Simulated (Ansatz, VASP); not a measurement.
**CaCu2S2 in VASP and in Ansatz**

```
Ca Cu S
1.0
     3.85027    0.00000    0.00000
    -1.92513    3.33443    0.00000
     0.00000    0.00000    6.43277
Ca Cu S
1 2 2
Direct
  0.00000 0.00000 0.00000
  0.33333 0.66667 0.37292
  0.66667 0.33333 0.62708
  0.33333 0.66667 0.74025
  0.66667 0.33333 0.25975
```

Alike in both runs: functional PBEsol; k mesh 12 × 12 × 4; occupations gaussian, width 0.02 eV; no spin polarisation.

Ansatz relaxed the structure, and its values are those at the end. VASP's run is a single point on that final structure, the one shown.

|  | VASP | Ansatz |
| --- | --- | --- |
| version | VASP 6.6.1 | Ansatz 0.2.0 |
| potentials or method | VASP PAW PBE potentials, release 64 (Ca_sv, Cu, S), cutoff 520 eV | scalar-relativistic, plane waves, PAW |
| valence electrons in the cell | 44 | 60 |

|  | VASP | Ansatz | Ansatz less VASP |
| --- | --- | --- | --- |
| gap on the k mesh at the Fermi level (eV) | 1.20 | 1.18 | -0.023 |
| least direct gap on the mesh (eV) | 1.20 | 1.18 | -0.023 |
| pressure (GPa) | 0.5 | 0.0 | -0.49 |
| rms of the force components (eV/Å) | 0.005 | 0.003 | -0.0021 |

VASP's potentials were made for PBE, not for PBEsol. With one functional, cell and mesh, what is left measures potentials, basis and numerics. VASP's potentials hold 44 valence electrons a cell and Ansatz's 60, so a difference there can come from the potentials and not from the codes.
